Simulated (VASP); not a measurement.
A run of VASP 6.6.1:

The input POSCAR:

```
TiN
1.0
    0.0000000000      2.2447686400      2.2447686400
    2.2447686400      0.0000000000      2.2447686400
    2.2447686400      2.2447686400      0.0000000000
Ti N
1 1
Direct
    0.5000000000      0.5000000000      0.5000000000
    0.0000000000      0.0000000000      0.0000000000
```

The input INCAR.step1:

```
SYSTEM = TiN
PREC = Accurate
ENCUT = 660
ISMEAR = 0
SIGMA = 0.05
LREAL = .FALSE.
LASPH = .TRUE.
NELM = 200
ISPIN = 2
MAGMOM = 0.86 -0.06
LMAXMIX = 4
LDAU = .TRUE.
LDAUTYPE = 2
LDAUL = 2 -1
LDAUU = 2.5 0
LDAUJ = 0 0
NBANDS = 20
GGA = PE
ALGO = Normal
EDIFF = 1E-5
LWAVE = .TRUE.
LCHARG = .FALSE.
GGA_COMPAT = .FALSE.
```

Contents of INCAR.step2:

```
SYSTEM = TiN
PREC = Accurate
ENCUT = 660
EDIFF = 1E-6
ISMEAR = 0
SIGMA = 0.05
LREAL = .FALSE.
LASPH = .TRUE.
NELM = 200
ALGO = Normal
ISIF = 2
LWAVE = .FALSE.
LCHARG = .FALSE.
ISPIN = 2
MAGMOM = 0.86 -0.06
LORBIT = 11
LMAXMIX = 4
LDAU = .TRUE.
LDAUTYPE = 2
LDAUL = 2 -1
LDAUU = 2.5 0
LDAUJ = 0 0
LDAUPRINT = 1
METAGGA = R2SCAN
LMIXTAU = .TRUE.
NBANDS = 20
ISTART = 1
GGA_COMPAT = .FALSE.
```

Contents of KPOINTS:

```
Automatic mesh
0
G
  7 7 7
  0 0 0
```

Potentials or basis: VASP PAW PBE potentials, release 64 (Ti_sv, N).

The run is started by

```console
$ cat potpaw_PBE.64/Ti_sv/POTCAR potpaw_PBE.64/N/POTCAR > POTCAR
$ cp INCAR.step1 INCAR
$ mpirun -np 1 vasp_std > vasp.out
$ cp INCAR.step2 INCAR
$ mpirun -np 1 vasp_std > vasp.out
```

Hardware: 1 thread of AMD EPYC 7R43 64-Core Processor (Zen 3) (shared host).

How long does it take, and how much memory?

It took 2.2 min on 1 thread of AMD EPYC 7R43 64-Core Processor (Zen 3) (shared host), peak memory 0.15 GiB. Counts: k points 20.
